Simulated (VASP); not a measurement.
# NbH2 (Immm) in VASP: a series of runs, part 2 of 2

VASP 6.6.1. Earlier steps stand in the parts before.

### 4 Single point, PBEsol

Input file INCAR:

```
SYSTEM = NbH2
ALGO = Normal ; EDIFF = 1E-6
ENCUT = 520 ; GGA = PS
ISIF = 2 ; ISMEAR = -1
LASPH = .True. ; LCHARG = .False.
LREAL = .False. ; LWAVE = .False.
NBANDS = 14 ; NELM = 80
PREC = Accurate ; SIGMA = 0.02
```

Input file KPOINTS:

```
k-points
0
Gamma
  13 13 13
  0 0 0
```

Input file POSCAR:

```
NbH2
1.0
    0.0114075000      2.2815000000      2.2815000000
    2.2815000000      0.0114075000      2.2815000000
    2.2929075000      2.2929075000      0.0000000000
Nb H
1 2
Direct
    0.0000000000      0.0000000000      0.0000000000
    0.2500000000      0.2500000000      0.2500000000
    0.7500000000      0.7500000000      0.7500000000
```

Potentials or basis: VASP PAW PBE potentials, release 64 (Nb_sv, H).

Command:

```
cat potpaw_PBE.64/Nb_sv/POTCAR potpaw_PBE.64/H/POTCAR > POTCAR
mpirun -np 1 vasp_std > vasp.out
```

OUTCAR:

```text
SYSTEM = NbH2
   EDIFF = 1E-6
   ENCUT = 520
   GGA = PS
   ISIF = 2
   ISMEAR = -1
   LASPH = .True.
   LREAL = .False.
   NELM = 80
   PREC = Accurate

 ion  position               nearest neighbor table
   1  0.000  0.000  0.000-
   2  0.250  0.250  0.250-
   3  0.750  0.750  0.750-

  LATTYP: Found a body centered orthorhombic cell.
 ALAT       =     3.2103956013
 B/A-ratio  =     1.0100502513
 C/A-ratio  =     1.4213201632

  Lattice vectors:

 A1 = (   2.2815000000,   0.0114075000,  -2.2815000000)
 A2 = (  -2.2815000000,  -0.0114075000,  -2.2815000000)
 A3 = (   0.0114075000,   2.2815000000,   2.2815000000)

Analysis of symmetry for initial positions (statically):
=====================================================================
 Subroutine PRICEL returns:
 Original cell was already a primitive cell.

 Routine SETGRP: Setting up the symmetry group for a
 body centered orthorhombic supercell.

 Subroutine GETGRP returns: Found  8 space group operations
 (whereof  8 operations were pure point group operations)
 out of a pool of  8 trial point group operations.

The static configuration has the point symmetry D_2h.

Analysis of symmetry for dynamics (positions and initial velocities):
=====================================================================
 Subroutine PRICEL returns:
 Original cell was already a primitive cell.

 Routine SETGRP: Setting up the symmetry group for a
 body centered orthorhombic supercell.

 Subroutine GETGRP returns: Found  8 space group operations
 (whereof  8 operations were pure point group operations)
 out of a pool of  8 trial point group operations.

The dynamic configuration has the point symmetry D_2h.

 Subroutine INISYM returns: Found  8 space group operations
 (whereof  8 operations are pure point group operations),
 and found     1 'primitive' translations

----------------------------------------------------------------------------------------

                                     Primitive cell

  volume of cell :      23.7509

  direct lattice vectors                    reciprocal lattice vectors
     0.011407500  2.281500000  2.281500000    -0.220255342  0.220255342  0.219154065
     2.281500000  0.011407500  2.281500000     0.220255342 -0.220255342  0.219154065
     2.292907500  2.292907500  0.000000000     0.218063747  0.218063747 -0.219154065

  length of vectors
     3.226548408  3.226548408  3.242660884     0.380858682  0.380858682  0.378328032

  position of ions in fractional coordinates (direct lattice)
     0.000000000  0.000000000  0.000000000
     0.250000000  0.250000000  0.250000000
     0.750000000  0.750000000  0.750000000

  ion indices of the primitive-cell ions
   primitive index   ion index
                 1           1
                 2           2
                 3           3

----------------------------------------------------------------------------------------

 KPOINTS: k-points

Automatic generation of k-mesh.
 Grid dimensions read from file:
 generate k-points for:   13   13   13

 Generating k-lattice:

[... 42 lines left out ...]
 [... further k-points ...]
   k-points           NKPTS =    343   k-points in BZ     NKDIM =    343   number of bands    NBANDS=     14
   number of dos      NEDOS =    301   number of ions     NIONS =      3
   total plane-waves  NPLWV =  13824
   dimension x,y,z NGX =    24 NGY =   24 NGZ =   24
   dimension x,y,z NGXF=    48 NGYF=   48 NGZF=   48
   ions per type =               1   2
   NGX,Y,Z   is equivalent  to a cutoff of  12.37, 12.37, 12.30 a.u.
   NGXF,Y,Z  is equivalent  to a cutoff of  24.73, 24.73, 24.61 a.u.
 SYSTEM =  NbH2
   PREC   = accura    normal or accurate (medium, high low for compatibility)
   ISTART =      0    job   : 0-new  1-cont  2-samecut
   ICHARG =      2    charge: 1-file 2-atom 10-const
   ISPIN  =      1    spin polarized calculation?
   LNONCOLLINEAR =      F non collinear calculations
   LSORBIT =      F    spin-orbit coupling
   LASPH  =      T    aspherical Exc in radial PAW
   ENCUT  =  520.0 eV  38.22 Ry    6.18 a.u.   6.00  6.00  6.03*2*pi/ulx,y,z
   NELM   =     80;   NELMIN=  2; NELMDL= -5     # of ELM steps
   EDIFF  = 0.1E-05   stopping-criterion for ELM
   LREAL  =      F    real-space projection
   EDIFFG = 0.1E-04   stopping-criterion for IOM
   NSW    =      0    number of steps for IOM
   IBRION =     -1    ionic relax: 0-MD 1-quasi-New 2-CG
   NFREE  =      0    steps in history (QN), initial steepest desc. (CG)
   ISIF   =      2    stress and relaxation
   ISYM   =      2    0-nonsym 1-usesym 2-fastsym
   POTIM  = 0.5000    time-step for ionic-motion
   TEBEG  =    0.0;   TEEND  =   0.0 temperature during run
   PSTRESS=    0.0 pullay stress
   NELECT =      15.0000    total number of electrons
   NUPDOWN=      -1.0000    fix difference up-down
   EMIN   =  10.00;   EMAX   =-10.00  energy-range for DOS
   EFERMI =   0.00;   METHOD = LEGACY
   ISMEAR =    -1;   SIGMA  =   0.02  broadening in eV -4-tet -1-fermi 0-gaus
   EFERMI_NEDOS =   21; number of points for ismear=-14 and -15
   IALGO  =     38    algorithm
   IMIX   =      4    mixing-type and parameters
     AMIX     =   0.40;   BMIX     =  1.00
     AMIX_MAG =   1.60;   BMIX_MAG =  1.00
  volume/ion in A,a.u.               =       7.92        53.43
  Fermi-wavevector in a.u.,A,eV,Ry     =   1.404575  2.654263 26.842011  1.972832
  Thomas-Fermi vector in A             =   2.527123
   LORBIT       =      0    0 simple, 1 ext, 2 COOP (PROOUT), +10 PAW based schemes
   GGA     = PS    functional components
   LHFCALC =     F    Hartree Fock is set to
   AEXX    =    0.0000 exact exchange contribution
   IVDW    =     0    specifies the selected vdW correction
   LEPSILON=     F    determine dielectric tensor
   LRPA    =     F    only Hartree local field effects (RPA)
 non-spin polarized calculation
  energy-cutoff  :      520.00
  volume of cell :       23.75
 maximum number of plane-waves:       652
   NGX = 11   NGY = 11   NGZ = 13

 number of electron      15.0000000 magnetization

 Free energy of the ion-electron system (eV)
  ---------------------------------------------------
  ext. energy  EPLUGINS =         0.00000000
  ---------------------------------------------------
  free energy    TOTEN  =       -18.48670391 eV

  energy without entropy =      -18.48492773  energy(sigma->0) =      -18.48581582

 E-fermi :   9.8255     XC(G=0): -12.1632

 val. band max:        9.8246758012   @ k =  -0.3846  -0.3846   0.3846
 cond. band min:       9.8277219532   @ k =  -0.1538   0.2308   0.1538
 fundamental gap:      0.0030461520
 Fermi energy:         9.8255176825

 k-point     1 :       0.0000    0.0000    0.0000
  band No.  band energies     occupation
      1     -45.4695      2.00000
      2     -21.2731      2.00000
      3     -21.2650      2.00000
      4     -21.2576      2.00000
      5      -0.8371      2.00000
      6       8.4259      2.00000
      7       8.4788      2.00000
      8       8.5360      2.00000
      9       8.7791      2.00000
     10      11.1100      0.00000
     11      11.1102      0.00000
     12      22.1404      0.00000
     13      23.0689      0.00000
     14      23.1587      0.00000
[... 377 lines left out ...]
      1     -45.3806      2.00000
      2     -21.8670      2.00000
      3     -21.4323      2.00000
      4     -21.3934      2.00000
      5       1.9529      2.00000
      6       4.2394      2.00000
      7       7.9724      2.00000
      8       9.2084      2.00000
      9      12.1676      0.00000
     10      12.5337      0.00000
     11      16.0488      0.00000
     12      16.9642      0.00000
     13      19.7937      0.00000
     14      21.4371      0.00000

 [... further k-points ...]

------------------------ aborting loop because EDIFF is reached ----------------------------------------

  FORCE on cell =-STRESS in cart. coord.  units (eV):
  Direction    XX          YY          ZZ          XY          YZ          ZX
  --------------------------------------------------------------------------------------
  -------------------------------------------------------------------------------------
  Total       -0.8634805     -0.8634805     -0.8549389     -0.1586093      0.0000000      0.0000000
  in kB      -58.2482068    -58.2482068    -57.6720098    -10.6993830      0.0000000      0.0000000
  external PRESSURE =     -58.0561411 kB  Pullay stress =       0.0000000 kB

 VOLUME and BASIS-vectors are now :
 -----------------------------------------------------------------------------
  energy-cutoff  :      520.00
  volume of cell :       23.75
      direct lattice vectors                 reciprocal lattice vectors
     0.011407500  2.281500000  2.281500000    -0.220255342  0.220255342  0.219154065
     2.281500000  0.011407500  2.281500000     0.220255342 -0.220255342  0.219154065
     2.292907500  2.292907500  0.000000000     0.218063747  0.218063747 -0.219154065

 POSITION                                       TOTAL-FORCE (eV/Angst)
 -----------------------------------------------------------------------------------
      0.00000      0.00000      0.00000        -0.000000     -0.000000      0.000000
      1.14645      1.14645      1.14075         0.000000      0.000000     -0.043107
      3.43936      3.43936      3.42225        -0.000000     -0.000000      0.043107
 -----------------------------------------------------------------------------------
    total drift:                               -0.000000      0.000000      0.000000

  FREE ENERGIE OF THE ION-ELECTRON SYSTEM (eV)
  ---------------------------------------------------
  free  energy   TOTEN  =       -18.4867039116 eV

  energy  without entropy=      -18.4849277289  energy(sigma->0) =      -18.48581582
```

Run time: 58 s. Hardware: 1 thread of AMD EPYC 9R14 (Zen 4), shared host; peak memory 0.2 GiB.

Results:

```yaml
Free_energy: -18.4867 eV
Pressure: -5.8 GPa
Largest_force: 0.043 eV/Å
Band_gap_on_the_k_mesh: zero (an odd number of electrons rules out a gap without spin polarisation)
```

Forces on the atoms (eV/Å):
```
Nb   0.000  0.000  0.000
H    0.000  0.000 -0.043
H    0.000  0.000  0.043
```

Stress tensor (GPa, compression positive):
```
-5.82 -1.07  0.00
-1.07 -5.82  0.00
 0.00  0.00 -5.77
```

Caveat: the cell stands under tension; the PAW data sets were made with another functional, which shifts forces and pressure a little.

### 5 Summary

```csv
cell,gap on the mesh (eV),pressure (GPa),largest force (eV/Å)
"a = 3.227, b = 3.227, c = 3.194 Å, angles 60.3, 60.3, 60.7°, 3 atoms",none,-5.7,0.09
"a = 3.227, b = 3.227, c = 3.210 Å, angles 60.2, 60.2, 60.3°, 3 atoms",none,-5.8,0.04
"a = 3.227, b = 3.227, c = 3.243 Å, angles 59.8, 59.8, 59.7°, 3 atoms",none,-5.8,0.04
```

Alike in all rows: task single point; level PBEsol; potentials or basis VASP PAW PBE potentials, release 64 (Nb_sv, H); no spin polarisation; k mesh 13 × 13 × 13; cutoff (eV) 520; smearing fermi-dirac 0.02 eV.

Caveats: the cell stands under tension; the PAW data sets were made with another functional, which shifts forces and pressure a little.

Absolute energies hang on the potentials; compare differences alone.
